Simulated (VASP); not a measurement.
Write the native input for VASP 6.6.1 that does the following.

```yaml
Task: single point
Functional: PBE
Potentials_or_basis: VASP PAW PBE potentials, release 64 (V_sv, B, Os_sv_GW)
Cutoff: 500 eV
k_mesh: 9 × 9 × 3
Occupations: fermi-dirac, width 0.15 eV
Spin: collinear spin, ferromagnetic start
Starting_moments: "[2.0, 0.0, 0.0, 0.0, 0.0, 0.0] μB"
Dipole_correction: no
Further_INCAR_settings: ALGO = Normal; EDIFF = 1e-06; NBANDS = 34
```

The structure of VB4Os lies in POSCAR:

```
VB4Os
1.0
    2.8533052937      0.0000000000      0.0000000000
   -1.4266531427      2.4710350267      0.0000000000
    0.0000000000      0.0000000000      7.3910658621
V B Os
1 4 1
Direct
    0.0000000000      0.0000000000      0.0000000000
    0.0000000000      0.0000000000      0.7094840000
    0.3333333333      0.6666666667      0.7969230000
    0.3333333333      0.6666666667      0.2030770000
    0.0000000000      0.0000000000      0.2905160000
    0.3333333333      0.6666666667      0.5000000000
```

These files were run (other wordings do the same):

INCAR

```
SYSTEM = VB4Os
PREC = Accurate
ENCUT = 500
EDIFF = 1E-6
ISMEAR = -1
SIGMA = 0.15
LREAL = .False.
LASPH = .True.
NELM = 200
ALGO = Normal
ISIF = 2
LWAVE = .False.
LCHARG = .False.
ISPIN = 2
MAGMOM = 2 0 0 0 0 0
LORBIT = 11
LMAXMIX = 4
GGA = PE
NBANDS = 34
GGA_COMPAT = .False.
```

KPOINTS

```
regular mesh
0
Gamma
  9 9 3
  0 0 0
```

Potentials or basis: VASP PAW PBE potentials, release 64 (V_sv, B, Os_sv_GW).

The run is started by

```console
$ cat potpaw_PBE.64/V_sv/POTCAR potpaw_PBE.64/B/POTCAR potpaw_PBE.64/Os_sv_GW/POTCAR > POTCAR
$ mpirun -np 1 vasp_std > vasp.out
```

Results of the run:

```yaml
Pressure: 6.3 GPa
Largest_force: 0.086 eV/Å
Net_moment: 0.00 μB per cell
Valence_electrons_inside_the_program's_atomic_spheres: V 11.77; B 1.99, 2.00 (each value once); Os 14.97
```

Caveat: the cell stands under pressure.

Run time: 51 s on 1 thread of Intel(R) Xeon(R) 6975P-C (Granite Rapids) (shared host), peak memory 0.24 GiB.
